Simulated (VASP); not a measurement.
# TiCo (Pm-3m) in VASP: further runs

TiCo is run at these levels: PBEsol; tasks: single point.

All numbers are computed with VASP 6.6.1; they aren't measurements. Logs are shortened: lines on timing, memory, paths and dates and some standing lists are left out, and cuts for length are marked.

### 1 The cell of the first run

Symmetry: Pm-3m, No. 221, cubic system. Conventional cell: a = 2.853 Å, b = 2.853 Å, c = 2.853 Å, α = 90.00°, β = 90.00°, γ = 90.00°. Within 3.3 Å of Co (site symmetry m-3m) lie 8 Ti at 2.47 Å and 6 Co at 2.85 Å. Ti (site symmetry m-3m) has 8 Co at 2.47 Å and 6 Ti at 2.85 Å within 3.3 Å.

### 2 Single point, PBEsol, collinear spin, ferromagnetic start

Contents of INCAR:

```
SYSTEM = TiCo
ALGO = Normal ; EDIFF = 1E-6
ENCUT = 520 ; GGA = PS
ISIF = 2 ; ISMEAR = -1
ISPIN = 2 ; LASPH = .TRUE.
LCHARG = .FALSE. ; LMAXMIX = 4
LORBIT = 11 ; LREAL = .FALSE.
LWAVE = .FALSE. ; MAGMOM = 2 1
NBANDS = 22 ; NELM = 150
PREC = Accurate ; SIGMA = 0.05
```

Contents of KPOINTS:

```
k-points
0
G
  9 9 9
  0 0 0
```

Contents of POSCAR:

```
TiCo
1.0
    2.8527527489      0.0000000000      0.0000000000
    0.0000000000      2.8527527489      0.0000000000
    0.0000000000      0.0000000000      2.8527527489
Co Ti
1 1
Direct
    0.5000000000      0.5000000000      0.5000000000
    0.0000000000      0.0000000000      0.0000000000
```

Potentials or basis: VASP PAW PBE potentials, release 64 (Co, Ti_sv).

Run with:

```bash
> cat potpaw_PBE.64/Co/POTCAR potpaw_PBE.64/Ti_sv/POTCAR > POTCAR
> mpirun -np 1 vasp_std > vasp.out
```

OUTCAR:

```text
SYSTEM = TiCo
   EDIFF = 1E-6
   ENCUT = 520
   GGA = PS
   ISIF = 2
   ISMEAR = -1
   ISPIN = 2
   LASPH = .TRUE.
   LORBIT = 11
   LREAL = .FALSE.
   NELM = 150
   PREC = Accurate

 ion  position               nearest neighbor table
   1  0.500  0.500  0.500-   2 2.47   2 2.47   2 2.47   2 2.47   2 2.47   2 2.47   2 2.47   2 2.47

   2  0.000  0.000  0.000-   1 2.47   1 2.47   1 2.47   1 2.47   1 2.47   1 2.47   1 2.47   1 2.47

  LATTYP: Found a simple cubic cell.
 ALAT       =     2.8527527489

  Lattice vectors:

 A1 = (   2.8527527489,   0.0000000000,   0.0000000000)
 A2 = (   0.0000000000,   2.8527527489,   0.0000000000)
 A3 = (   0.0000000000,   0.0000000000,   2.8527527489)

Analysis of symmetry for initial positions (statically):
=====================================================================
 Subroutine PRICEL returns:
 Original cell was already a primitive cell.

 Routine SETGRP: Setting up the symmetry group for a
 simple cubic supercell.

 Subroutine GETGRP returns: Found 48 space group operations
 (whereof 48 operations were pure point group operations)
 out of a pool of 48 trial point group operations.

The static configuration has the point symmetry O_h .

Analysis of symmetry for dynamics (positions and initial velocities):
=====================================================================
 Subroutine PRICEL returns:
 Original cell was already a primitive cell.

 Routine SETGRP: Setting up the symmetry group for a
 simple cubic supercell.

 Subroutine GETGRP returns: Found 48 space group operations
 (whereof 48 operations were pure point group operations)
 out of a pool of 48 trial point group operations.

The dynamic configuration has the point symmetry O_h .

Analysis of structural, dynamic, and magnetic symmetry:
=====================================================================
 Subroutine PRICEL returns:
 Original cell was already a primitive cell.

 Routine SETGRP: Setting up the symmetry group for a
 simple cubic supercell.

 Subroutine GETGRP returns: Found 48 space group operations
 (whereof 48 operations were pure point group operations)
 out of a pool of 48 trial point group operations.

The overall configuration has the point symmetry O_h .

 Subroutine INISYM returns: Found 48 space group operations
 (whereof 48 operations are pure point group operations),
 and found     1 'primitive' translations

----------------------------------------------------------------------------------------

                                     Primitive cell

  volume of cell :      23.2163

  direct lattice vectors                    reciprocal lattice vectors
     2.852752749  0.000000000  0.000000000     0.350538616  0.000000000  0.000000000
     0.000000000  2.852752749  0.000000000     0.000000000  0.350538616  0.000000000
     0.000000000  0.000000000  2.852752749     0.000000000  0.000000000  0.350538616

  length of vectors
     2.852752749  2.852752749  2.852752749     0.350538616  0.350538616  0.350538616

  position of ions in fractional coordinates (direct lattice)
     0.500000000  0.500000000  0.500000000
     0.000000000  0.000000000  0.000000000

  ion indices of the primitive-cell ions
   primitive index   ion index
                 1           1
                 2           2

----------------------------------------------------------------------------------------

 KPOINTS: k-points

Automatic generation of k-mesh.
 Grid dimensions read from file:
 generate k-points for:    9    9    9

 Generating k-lattice:

  Cartesian coordinates                     Fractional coordinates (reciprocal lattice)
     0.038948735  0.000000000  0.000000000     0.111111111  0.000000000  0.000000000
     0.000000000  0.038948735  0.000000000     0.000000000  0.111111111  0.000000000
     0.000000000  0.000000000  0.038948735     0.000000000  0.000000000  0.111111111

  Length of vectors
     0.038948735  0.038948735  0.038948735

  Shift w.r.t. Gamma in fractional coordinates (k-lattice)
     0.000000000  0.000000000  0.000000000

 Subroutine IBZKPT returns following result:
 ===========================================

 Found     35 irreducible k-points:

 Following reciprocal coordinates:
            Coordinates               Weight
  0.000000  0.000000  0.000000      1.000000
  0.111111  0.000000  0.000000      6.000000
  0.222222  0.000000  0.000000      6.000000
  0.333333  0.000000  0.000000      6.000000
  0.444444  0.000000  0.000000      6.000000
  0.111111  0.111111  0.000000     12.000000
[... 16 lines left out ...]
  0.333333  0.333333  0.111111     24.000000
  0.444444  0.333333  0.111111     48.000000
 [... further k-points ...]
   k-points           NKPTS =     35   k-points in BZ     NKDIM =     35   number of bands    NBANDS=     22
   number of dos      NEDOS =    301   number of ions     NIONS =      2
   total plane-waves  NPLWV =  13824
   dimension x,y,z NGX =    24 NGY =   24 NGZ =   24
   dimension x,y,z NGXF=    48 NGYF=   48 NGZF=   48
   ions per type =               1   1
   NGX,Y,Z   is equivalent  to a cutoff of  13.99, 13.99, 13.99 a.u.
   NGXF,Y,Z  is equivalent  to a cutoff of  27.97, 27.97, 27.97 a.u.
 SYSTEM =  TiCo
   PREC   = accura    normal or accurate (medium, high low for compatibility)
   ISTART =      0    job   : 0-new  1-cont  2-samecut
   ICHARG =      2    charge: 1-file 2-atom 10-const
   ISPIN  =      2    spin polarized calculation?
   LNONCOLLINEAR =      F non collinear calculations
   LSORBIT =      F    spin-orbit coupling
   LASPH  =      T    aspherical Exc in radial PAW
   ENCUT  =  520.0 eV  38.22 Ry    6.18 a.u.   5.30  5.30  5.30*2*pi/ulx,y,z
   NELM   =    150;   NELMIN=  2; NELMDL= -5     # of ELM steps
   EDIFF  = 0.1E-05   stopping-criterion for ELM
   LREAL  =      F    real-space projection
   EDIFFG = 0.1E-04   stopping-criterion for IOM
   NSW    =      0    number of steps for IOM
   IBRION =     -1    ionic relax: 0-MD 1-quasi-New 2-CG
   NFREE  =      0    steps in history (QN), initial steepest desc. (CG)
   ISIF   =      2    stress and relaxation
   ISYM   =      2    0-nonsym 1-usesym 2-fastsym
   POTIM  = 0.5000    time-step for ionic-motion
   TEBEG  =    0.0;   TEEND  =   0.0 temperature during run
   PSTRESS=    0.0 pullay stress
   NELECT =      21.0000    total number of electrons
   NUPDOWN=      -1.0000    fix difference up-down
   EMIN   =  10.00;   EMAX   =-10.00  energy-range for DOS
   EFERMI =   0.00;   METHOD = LEGACY
   ISMEAR =    -1;   SIGMA  =   0.05  broadening in eV -4-tet -1-fermi 0-gaus
   EFERMI_NEDOS =   21; number of points for ismear=-14 and -15
   IALGO  =     38    algorithm
   IMIX   =      4    mixing-type and parameters
     AMIX     =   0.40;   BMIX     =  1.00
     AMIX_MAG =   1.60;   BMIX_MAG =  1.00
  volume/ion in A,a.u.               =      11.61        78.34
  Fermi-wavevector in a.u.,A,eV,Ry     =   1.583254  2.991915 34.105611  2.506692
  Thomas-Fermi vector in A             =   2.683052
   LORBIT       =     11    0 simple, 1 ext, 2 COOP (PROOUT), +10 PAW based schemes
   GGA     = PS    functional components
   LHFCALC =     F    Hartree Fock is set to
   AEXX    =    0.0000 exact exchange contribution
   IVDW    =     0    specifies the selected vdW correction
   LEPSILON=     F    determine dielectric tensor
   LRPA    =     F    only Hartree local field effects (RPA)
 spin polarized calculation
  energy-cutoff  :      520.00
  volume of cell :       23.22
 maximum number of plane-waves:       638
 NGX is ok and might be reduce to    24
   NGX = 11   NGY = 11   NGZ = 11

 number of electron      20.9999995 magnetization       0.4648077

 Free energy of the ion-electron system (eV)
  ---------------------------------------------------
  ext. energy  EPLUGINS =         0.00000000
  ---------------------------------------------------
  free energy    TOTEN  =       -16.80123475 eV

  energy without entropy =      -16.78684019  energy(sigma->0) =      -16.79403747

 E-fermi :  11.6680     XC(G=0): -13.4891

 val. band max:       11.6291726123   @ k =   0.4444   0.4444   0.3333
 cond. band min:      11.7000532204   @ k =   0.3333   0.1111   0.1111
 fundamental gap:      0.0708806082
 Fermi energy:        11.6679628293

 spin component 1

 k-point     1 :       0.0000    0.0000    0.0000
  band No.  band energies     occupation
      1     -45.0818      1.00000
      2     -21.2200      1.00000
      3     -21.2200      1.00000
      4     -21.2200      1.00000
      5       3.3917      1.00000
      6       6.9150      1.00000
[... 14 lines left out ...]
     21      33.6476      0.00000
     22      33.6476      0.00000
[... 552 lines left out ...]
  band No.  band energies     occupation
      1     -44.9805      1.00000
      2     -21.6263      1.00000
      3     -21.5137      1.00000
      4     -21.2048      1.00000
      5       6.9066      1.00000
      6       7.5736      1.00000
[... 14 lines left out ...]
     21      29.9306      0.00000
     22      33.5031      0.00000

 [... further k-points ...]

 spin component 2

 k-point     1 :       0.0000    0.0000    0.0000
  band No.  band energies     occupation
      1     -45.0695      1.00000
      2     -21.2080      1.00000
      3     -21.2080      1.00000
      4     -21.2080      1.00000
      5       3.4190      1.00000
      6       7.2182      1.00000
[... 14 lines left out ...]
     21      33.6298      0.00000
     22      33.6298      0.00000
[... 552 lines left out ...]
  band No.  band energies     occupation
      1     -44.9680      1.00000
      2     -21.6157      1.00000
      3     -21.5028      1.00000
      4     -21.1929      1.00000
      5       7.0848      1.00000
      6       7.7356      1.00000
[... 14 lines left out ...]
     21      29.9856      0.00000
     22      33.5302      0.00000

 [... further k-points ...]

------------------------ aborting loop because EDIFF is reached ----------------------------------------

  FORCE on cell =-STRESS in cart. coord.  units (eV):
  Direction    XX          YY          ZZ          XY          YZ          ZX
  --------------------------------------------------------------------------------------
  -------------------------------------------------------------------------------------
  Total        2.7874631      2.7874631      2.7874631      0.0000000      0.0000000     -0.0000000
  in kB      192.3655547    192.3655547    192.3655547      0.0000000      0.0000000     -0.0000000
  external PRESSURE =     192.3655547 kB  Pullay stress =       0.0000000 kB

 VOLUME and BASIS-vectors are now :
 -----------------------------------------------------------------------------
  energy-cutoff  :      520.00
  volume of cell :       23.22
      direct lattice vectors                 reciprocal lattice vectors
     2.852752749  0.000000000  0.000000000     0.350538616  0.000000000  0.000000000
     0.000000000  2.852752749  0.000000000     0.000000000  0.350538616  0.000000000
     0.000000000  0.000000000  2.852752749     0.000000000  0.000000000  0.350538616

 POSITION                                       TOTAL-FORCE (eV/Angst)
 -----------------------------------------------------------------------------------
      1.42638      1.42638      1.42638         0.000000      0.000000      0.000000
      0.00000      0.00000      0.00000         0.000000      0.000000      0.000000
 -----------------------------------------------------------------------------------
    total drift:                                0.000000      0.000000     -0.000000

  FREE ENERGIE OF THE ION-ELECTRON SYSTEM (eV)
  ---------------------------------------------------
  free  energy   TOTEN  =       -16.8012347544 eV

  energy  without entropy=      -16.7868401910  energy(sigma->0) =      -16.79403747

 total charge

# of ion       s       p       d       tot
------------------------------------------
    1        0.582   0.539   7.427   8.547
    2        2.283   6.231   1.998  10.513
--------------------------------------------------
tot          2.865   6.770   9.425  19.061

 magnetization (x)

# of ion       s       p       d       tot
------------------------------------------
    1        0.022  -0.001   0.449   0.470
    2       -0.001  -0.005   0.011   0.005
--------------------------------------------------
tot          0.021  -0.007   0.460   0.475
```

Wall time 20 s (1 thread of Intel Xeon Platinum 8488C (Sapphire Rapids), shared host); peak memory 0.17 GiB.

What came out:

| Item | Value |
| --- | --- |
| Free energy | -16.8012 eV |
| Pressure | 19.2 GPa |
| Net moment | 0.46 μB per cell |
| Site moments | Co +0.47; Ti +0.01 μB |
| Valence electrons inside the program's atomic spheres | Co 8.55; Ti 10.51 |

Caveat: the cell stands under pressure; the PAW data sets were made with another functional, which shifts forces and pressure a little.

(Continued in part 2 of 2.)
